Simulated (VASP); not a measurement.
# In (Im-3m) in VASP: notebook, part 2 of 2

VASP 6.6.1. Earlier steps stand in the parts before.

### 5 Single point, PBE (volume scaled by 1.08)

INCAR reads:

```
SYSTEM = In
PREC     = Accurate       ! precision mode
ENCUT    = 520            ! plane-wave cutoff, eV
EDIFF    = 1E-7           ! SCF threshold, eV
ISMEAR   = -1             ! smearing method
SIGMA    = 0.1            ! smearing width, eV
LREAL    = .FALSE.        ! projectors in reciprocal space
LASPH    = .TRUE.         ! aspherical terms in the spheres
NELM     = 100            ! most SCF steps
ALGO     = Normal         ! electronic algorithm
ISIF     = 2              ! what is computed and relaxed
LWAVE    = .FALSE.        ! write WAVECAR
LCHARG   = .FALSE.        ! write CHGCAR
GGA      = PE             ! functional
NBANDS   = 12             ! bands
```

KPOINTS reads:

```
Automatic mesh
0
G
  13 13 13
  0 0 0
```

POSCAR reads:

```
In
1.0
   -1.9579013062      1.9579013062      1.9579013062
    1.9579013062     -1.9579013062      1.9579013062
    1.9579013062      1.9579013062     -1.9579013062
In
1
Direct
    0.0000000000      0.0000000000      0.0000000000
```

Potentials or basis: VASP PAW PBE potentials, release 64 (In_d).

Run with:

```sh
$ cat potpaw_PBE.64/In_d/POTCAR > POTCAR
$ mpirun -np 1 vasp_std > vasp.out
```

OUTCAR:

```text
SYSTEM = In
   PREC = Accurate
   ENCUT = 520
   EDIFF = 1E-7
   ISMEAR = -1
   LREAL = .FALSE.
   LASPH = .TRUE.
   NELM = 100
   ISIF = 2
   GGA = PE

 ion  position               nearest neighbor table
   1  0.000  0.000  0.000-

  LATTYP: Found a body centered cubic cell.
 ALAT       =     3.9158026124

  Lattice vectors:

 A1 = (  -1.9579013062,   1.9579013062,   1.9579013062)
 A2 = (   1.9579013062,  -1.9579013062,   1.9579013062)
 A3 = (   1.9579013062,   1.9579013062,  -1.9579013062)

Analysis of symmetry for initial positions (statically):
=====================================================================
 Subroutine PRICEL returns:
 Original cell was already a primitive cell.

 Routine SETGRP: Setting up the symmetry group for a
 body centered cubic supercell.

 Subroutine GETGRP returns: Found 48 space group operations
 (whereof 48 operations were pure point group operations)
 out of a pool of 48 trial point group operations.

The static configuration has the point symmetry O_h .

Analysis of symmetry for dynamics (positions and initial velocities):
=====================================================================
 Subroutine PRICEL returns:
 Original cell was already a primitive cell.

 Routine SETGRP: Setting up the symmetry group for a
 body centered cubic supercell.

 Subroutine GETGRP returns: Found 48 space group operations
 (whereof 48 operations were pure point group operations)
 out of a pool of 48 trial point group operations.

The dynamic configuration has the point symmetry O_h .

 Subroutine INISYM returns: Found 48 space group operations
 (whereof 48 operations are pure point group operations),
 and found     1 'primitive' translations

----------------------------------------------------------------------------------------

                                     Primitive cell

  volume of cell :      30.0215

  direct lattice vectors                    reciprocal lattice vectors
    -1.957901306  1.957901306  1.957901306     0.000000000  0.255375487  0.255375487
     1.957901306 -1.957901306  1.957901306     0.255375487  0.000000000  0.255375487
     1.957901306  1.957901306 -1.957901306     0.255375487  0.255375487  0.000000000

  length of vectors
     3.391184539  3.391184539  3.391184539     0.361155478  0.361155478  0.361155478

  position of ions in fractional coordinates (direct lattice)
     0.000000000  0.000000000  0.000000000

  ion indices of the primitive-cell ions
   primitive index   ion index
                 1           1

----------------------------------------------------------------------------------------

 KPOINTS: Automatic mesh

Automatic generation of k-mesh.
 Grid dimensions read from file:
 generate k-points for:   13   13   13

 Generating k-lattice:

  Cartesian coordinates                     Fractional coordinates (reciprocal lattice)
     0.000000000  0.019644268  0.019644268     0.076923077  0.000000000  0.000000000
     0.019644268  0.000000000  0.019644268     0.000000000  0.076923077  0.000000000
     0.019644268  0.019644268  0.000000000     0.000000000  0.000000000  0.076923077

  Length of vectors
     0.027781191  0.027781191  0.027781191

  Shift w.r.t. Gamma in fractional coordinates (k-lattice)
     0.000000000  0.000000000  0.000000000

 Subroutine IBZKPT returns following result:
 ===========================================

 Found     84 irreducible k-points:

 Following reciprocal coordinates:
            Coordinates               Weight
  0.000000  0.000000  0.000000      1.000000
  0.076923  0.000000  0.000000     12.000000
  0.153846  0.000000  0.000000     12.000000
  0.230769  0.000000  0.000000     12.000000
  0.307692  0.000000  0.000000     12.000000
  0.384615  0.000000  0.000000     12.000000
[... 16 lines left out ...]
  0.153846  0.076923  0.076923     24.000000
  0.230769  0.076923  0.076923     24.000000
 [... further k-points ...]
   k-points           NKPTS =     84   k-points in BZ     NKDIM =     84   number of bands    NBANDS=     12
   number of dos      NEDOS =    301   number of ions     NIONS =      1
   total plane-waves  NPLWV =  21952
   dimension x,y,z NGX =    28 NGY =   28 NGZ =   28
   dimension x,y,z NGXF=    56 NGYF=   56 NGZF=   56
   ions per type =               1
   NGX,Y,Z   is equivalent  to a cutoff of  13.73, 13.73, 13.73 a.u.
   NGXF,Y,Z  is equivalent  to a cutoff of  27.45, 27.45, 27.45 a.u.
 SYSTEM =  In
   PREC   = accura    normal or accurate (medium, high low for compatibility)
   ISTART =      0    job   : 0-new  1-cont  2-samecut
   ICHARG =      2    charge: 1-file 2-atom 10-const
   ISPIN  =      1    spin polarized calculation?
   LNONCOLLINEAR =      F non collinear calculations
   LSORBIT =      F    spin-orbit coupling
   LASPH  =      T    aspherical Exc in radial PAW
   ENCUT  =  520.0 eV  38.22 Ry    6.18 a.u.   6.31  6.31  6.31*2*pi/ulx,y,z
   NELM   =    100;   NELMIN=  2; NELMDL= -5     # of ELM steps
   EDIFF  = 0.1E-06   stopping-criterion for ELM
   LREAL  =      F    real-space projection
   EDIFFG = 0.1E-05   stopping-criterion for IOM
   NSW    =      0    number of steps for IOM
   IBRION =     -1    ionic relax: 0-MD 1-quasi-New 2-CG
   NFREE  =      0    steps in history (QN), initial steepest desc. (CG)
   ISIF   =      2    stress and relaxation
   ISYM   =      2    0-nonsym 1-usesym 2-fastsym
   POTIM  = 0.5000    time-step for ionic-motion
   TEBEG  =    0.0;   TEEND  =   0.0 temperature during run
   PSTRESS=    0.0 pullay stress
   NELECT =      13.0000    total number of electrons
   NUPDOWN=      -1.0000    fix difference up-down
   EMIN   =  10.00;   EMAX   =-10.00  energy-range for DOS
   EFERMI =   0.00;   METHOD = LEGACY
   ISMEAR =    -1;   SIGMA  =   0.10  broadening in eV -4-tet -1-fermi 0-gaus
   EFERMI_NEDOS =   21; number of points for ismear=-14 and -15
   IALGO  =     38    algorithm
   IMIX   =      4    mixing-type and parameters
     AMIX     =   0.40;   BMIX     =  1.00
     AMIX_MAG =   1.60;   BMIX_MAG =  1.00
  volume/ion in A,a.u.               =      30.02       202.60
  Fermi-wavevector in a.u.,A,eV,Ry     =   1.238545  2.340511 20.871255  1.533994
  Thomas-Fermi vector in A             =   2.373066
   LORBIT       =      0    0 simple, 1 ext, 2 COOP (PROOUT), +10 PAW based schemes
   GGA     = PE    functional components
   LHFCALC =     F    Hartree Fock is set to
   AEXX    =    0.0000 exact exchange contribution
   IVDW    =     0    specifies the selected vdW correction
   LEPSILON=     F    determine dielectric tensor
   LRPA    =     F    only Hartree local field effects (RPA)
 non-spin polarized calculation
  energy-cutoff  :      520.00
  volume of cell :       30.02
 maximum number of plane-waves:       824
 NGX is ok and might be reduce to    28
   NGX = 13   NGY = 13   NGZ = 13

 number of electron      12.9999992 magnetization

 Free energy of the ion-electron system (eV)
  ---------------------------------------------------
  ext. energy  EPLUGINS =         0.00000000
  ---------------------------------------------------
  free energy    TOTEN  =        -2.54152251 eV

  energy without entropy =       -2.52324423  energy(sigma->0) =       -2.53238337

 E-fermi :   6.0536     XC(G=0):  -9.6181

 val. band max:        5.9824416876   @ k =  -0.4615  -0.4615   0.3077
 cond. band min:       6.0628278843   @ k =  -0.3846   0.3846   0.1538
 fundamental gap:      0.0803861966
 Fermi energy:         6.0535783971

 k-point     1 :       0.0000    0.0000    0.0000
  band No.  band energies     occupation
      1      -8.4948      2.00000
      2      -8.4948      2.00000
      3      -8.4948      2.00000
      4      -8.3009      2.00000
      5      -8.3009      2.00000
      6      -2.5863      2.00000
      7      15.7485      0.00000
      8      15.7485      0.00000
      9      15.7485      0.00000
     10      18.6317      0.00000
     11      18.6317      0.00000
     12      18.6317      0.00000
[... 331 lines left out ...]
 k-point    24 :       0.2308    0.0769    0.0769
  band No.  band energies     occupation
      1      -8.5347      2.00000
      2      -8.4830      2.00000
      3      -8.3238      2.00000
      4      -8.3055      2.00000
      5      -8.2824      2.00000
      6      -0.3504      2.00000
      7       7.7862      0.00000
      8      10.7644      0.00000
      9      11.7802      0.00000
     10      17.7573      0.00000
     11      18.1228      0.00000
     12      20.0775      0.00000

 [... further k-points ...]

------------------------ aborting loop because EDIFF is reached ----------------------------------------

  FORCE on cell =-STRESS in cart. coord.  units (eV):
  Direction    XX          YY          ZZ          XY          YZ          ZX
  --------------------------------------------------------------------------------------
  -------------------------------------------------------------------------------------
  Total       -0.4170757     -0.4170757     -0.4170757      0.0000000      0.0000000      0.0000000
  in kB      -22.2583562    -22.2583562    -22.2583562      0.0000000      0.0000000      0.0000000
  external PRESSURE =     -22.2583562 kB  Pullay stress =       0.0000000 kB

 VOLUME and BASIS-vectors are now :
 -----------------------------------------------------------------------------
  energy-cutoff  :      520.00
  volume of cell :       30.02
      direct lattice vectors                 reciprocal lattice vectors
    -1.957901306  1.957901306  1.957901306     0.000000000  0.255375487  0.255375487
     1.957901306 -1.957901306  1.957901306     0.255375487  0.000000000  0.255375487
     1.957901306  1.957901306 -1.957901306     0.255375487  0.255375487  0.000000000

 POSITION                                       TOTAL-FORCE (eV/Angst)
 -----------------------------------------------------------------------------------
      0.00000      0.00000      0.00000         0.000000      0.000000     -0.000000
 -----------------------------------------------------------------------------------
    total drift:                               -0.000000     -0.000000     -0.000000

  FREE ENERGIE OF THE ION-ELECTRON SYSTEM (eV)
  ---------------------------------------------------
  free  energy   TOTEN  =        -2.5415225075 eV

  energy  without entropy=       -2.5232442326  energy(sigma->0) =       -2.53238337
```

Run time: 11 s. Hardware: 1 thread of Intel Xeon 6975P-C (Granite Rapids), shared host; peak memory 0.17 GiB.

Results:

```yaml
Free_energy: -2.5415 eV
Pressure: -2.2 GPa
```

Levels at points of the mesh, in eV from the Fermi level:
```tsv
k point	band 4	band 5	band 6	band 7	band 8	band 9
(0.00, 0.00, 0.00)	-14.35	-14.35	-8.64	9.69	9.69	9.69
```

Caveat: spin-orbit coupling is left out, which moves the levels of the heavy elements.

### 6 Single point, PBE (volume scaled by 1.12)

INCAR reads:

```
SYSTEM = In
ALGO = Normal
EDIFF = 1E-6
ENCUT = 520
GGA = PE
ISIF = 2
ISMEAR = -1
LASPH = .TRUE.
LCHARG = .FALSE.
LREAL = .FALSE.
LWAVE = .FALSE.
NBANDS = 12
NELM = 80
PREC = Accurate
SIGMA = 0.1
```

KPOINTS reads:

```
k-points
0
G
  13 13 13
  0 0 0
```

POSCAR reads:

```
In
1.0
   -1.9817805048      1.9817805048      1.9817805048
    1.9817805048     -1.9817805048      1.9817805048
    1.9817805048      1.9817805048     -1.9817805048
In
1
Direct
    0.0000000000      0.0000000000      0.0000000000
```

Potentials or basis: VASP PAW PBE potentials, release 64 (In_d).

Run with:

```sh
$ cat potpaw_PBE.64/In_d/POTCAR > POTCAR
$ mpirun -np 1 vasp_std > vasp.out
```

Wall time 10 s (1 thread of Intel Xeon 6975P-C (Granite Rapids), shared host); peak memory 0.16 GiB.

It converged, with:

* Free energy: -2.5240 eV
* Pressure: -2.9 GPa

Levels at points of the mesh, in eV from the Fermi level:
| k point | band 2 | band 3 | band 4 | band 5 | band 6 | band 7 | band 8 | band 9 | band 10 | band 11 |
| --- | --- | --- | --- | --- | --- | --- | --- | --- | --- | --- |
| (0.00, 0.00, 0.00) | -14.53 | -14.53 | -14.35 | -14.35 | -8.43 | 9.34 | 9.34 | 9.34 | 12.45 | 12.45 |

Caveat: spin-orbit coupling is left out, which moves the levels of the heavy elements.

### 7 Summary

| cell | gap on the mesh (eV) | pressure (GPa) |
| --- | --- | --- |
| a = 3.261 Å, angles 109.5°, 1 atom | none | 1.5 |
| a = 3.305 Å, angles 109.5°, 1 atom | none | -0.1 |
| a = 3.349 Å, angles 109.5°, 1 atom | none | -1.3 |
| a = 3.391 Å, angles 109.5°, 1 atom | none | -2.2 |
| a = 3.433 Å, angles 109.5°, 1 atom | none | -2.9 |

Alike in all rows: task single point; level PBE; potentials or basis VASP PAW PBE potentials, release 64 (In_d); no spin polarisation; k mesh 13 × 13 × 13; cutoff (eV) 520; smearing fermi-dirac 0.1 eV.

Caveats: spin-orbit coupling is left out, which moves the levels of the heavy elements.

Absolute energies hang on the potentials; compare differences alone.
